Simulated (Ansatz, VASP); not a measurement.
## Two plane-wave programs on CaO

```xyz
2
Lattice="0.0000 2.3537 2.3537 2.3537 0.0000 2.3537 2.3537 2.3537 0.0000" Properties=species:S:1:pos:R:3 pbc="T T T"
Ca    0.0000    0.0000    0.0000
O     2.3537    2.3537    2.3537
```

Alike in both runs: functional LDA; k mesh 8 × 8 × 8; occupations gaussian, width 0.02 eV; no spin polarisation.

Ansatz relaxed the structure, and its values are those at the end. VASP's run is a single point on that final structure, the one shown.

```csv
,VASP,Ansatz
version,VASP 6.6.1,Ansatz 0.2.0
potentials or method,"VASP PAW LDA potentials, release 64 (Ca_sv, O), cutoff 520 eV","scalar-relativistic, plane waves, PAW"
valence electrons in the cell,16,16
```

Ansatz gave:

```
gap on the k mesh at the Fermi level (eV) : 3.45
least direct gap on the mesh (eV)         : 3.81
pressure (GPa)                            : 0.0
```

Problem. Which values does VASP return?

Solution. gap on the k mesh at the Fermi level (eV): 3.42; least direct gap on the mesh (eV): 3.78; pressure (GPa): 1.0.

Ansatz warns that its potentials were made for another functional, while VASP's fit it. LDA's correlation is that of Perdew and Zunger in VASP and of Perdew and Wang (1992) in Ansatz.
